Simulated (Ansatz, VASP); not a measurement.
# Cr: VASP beside Ansatz

Contents of INCAR:

```
SYSTEM = Cr
  ALGO = Normal
  EDIFF = 1E-6
  ENCUT = 520
  GGA = PE
  ISIF = 2
  ISMEAR = -1
  ISPIN = 2
  LASPH = .TRUE.
  LCHARG = .TRUE.
  LELF = .TRUE.
  LMAXMIX = 4
  LORBIT = 11
  LREAL = .FALSE.
  LVHAR = .TRUE.
  LWAVE = .FALSE.
  MAGMOM = 1.5
  NBANDS = 16
  NELM = 150
  NUPDOWN = 1.5
  PREC = Accurate
  SIGMA = 0.05
```

KPOINTS

```
k-points
0
G
  10 10 10
  0 0 0
```

POSCAR

```
Cr
1.0
   -0.0174283700      1.8156326700      1.8106573700
    1.8310089900     -0.0170405700      1.8102695700
    1.8558983200      1.8401342100     -0.0419299100
Cr
1
Direct
    0.0000000000      0.0000000000      0.0000000000
```

Contents of input.yaml:

```yaml
crystal:
  lattice:
    - [-0.01742837, 1.81563267, 1.81065737]
    - [1.83100899, -0.01704057, 1.81026957]
    - [1.85589832, 1.84013421, -0.04192991]
  atoms:
    - { symbol: Cr, position: [0.0, 0.0, 0.0], spin: 1.5 }
hamiltonian:
  xc: pbe
  pseudopotentials: { kind: paw }
magnetization:
  spin_polarized: true
  initial_magnetization: 1.5
  spin_locking: { lock_magnetization: hard }
kpoints:
  mp_grid: { grid: [10, 10, 10] }
scf:
  occupations: { method: fermi_dirac, width: 0.05 }
  lower_state_search: "off"
output:
  forces: true
  stress: true
  eigenvalues: true
```

Alike in both runs: task single point; functional PBE; k mesh 10 × 10 × 10; occupations fermi-dirac, width 0.05 eV; collinear spin; fixed moment 1.5 μB.

|  | VASP | Ansatz |
| --- | --- | --- |
| version | VASP 6.6.1 | Ansatz 0.2.0 |
| potentials or method | VASP PAW PBE potentials, release 64 (Cr_pv) | Ansatz PAW |
| plane-wave cutoff (eV) | 520 | 420 |
| valence electrons in the cell | 12 | 14 |

Ansatz gave:

```
pressure (GPa)                                                : 0.3
traceless stress, the component that is largest in VASP (GPa) : 3.02
net moment per atom (μB)                                      : 1.50
size of the moment on the site where the two differ most (μB) : 1.35
```

Task: What did VASP give for the same quantities?

Result: Pressure (GPa): 0.0; traceless stress, the component that is largest in VASP (GPa): 2.98; net moment per atom (μB): 1.50; size of the moment on the site where the two differ most (μB): 1.40.

Site moments also hang on the region over which each program counts them. VASP's potentials hold 12 valence electrons a cell and Ansatz's 14, so a difference there can come from the potentials and not from the codes.
